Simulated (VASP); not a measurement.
Input of a VASP 6.6.1 run:

Contents of INCAR:

```
PREC     = Accurate       # precision mode
ENCUT    = 520            # plane-wave cutoff, eV
EDIFF    = 1E-6           # SCF threshold, eV
ISMEAR   = 0              # smearing method
SIGMA    = 0.05           # smearing width, eV
LREAL    = False          # projectors in reciprocal space
LASPH    = True           # aspherical terms in the spheres
NELM     = 150            # most SCF steps
ALGO     = Normal         # electronic algorithm
ISIF     = 2              # what is computed and relaxed
LWAVE    = False          # write WAVECAR
LCHARG   = False          # write CHGCAR
MAGMOM   = 0 0 0 0 0 0    # initial moments
LORBIT   = 11             # projections on sites
LSORBIT  = True           # spin-orbit coupling
GGA_COMPAT= False        
LORBMOM  = True         
LMAXMIX  = 4              # l up to which the mixer works
GGA      = PE             # functional
NBANDS   = 26             # bands
```

Contents of KPOINTS:

```
Automatic mesh
0
Gamma
  8 8 5
```

Contents of POSCAR:

```
OsO
1.0
    3.3211167600      0.0000000000      0.0000000000
   -1.6605583800      2.8761714800      0.0000000000
    0.0000000000      0.0000000000      4.6590329000
Os O
1 1
Direct
    0.0000000000      0.0000000000      0.5000000000
    0.0000000000      0.0000000000      0.0000000000
```

Potentials or basis: VASP PAW PBE potentials, release 64 (Os, O).

Run with:

```console
$ cat potpaw_PBE.64/Os/POTCAR potpaw_PBE.64/O/POTCAR > POTCAR
$ mpirun -np 1 vasp_ncl > vasp.out
```

(1) Estimate the pressure.

(2) Predict the net moment.

Results:

(1) -38.2 GPa.

(2) 0.00 μB per cell.

Caveat: the cell stands under tension.
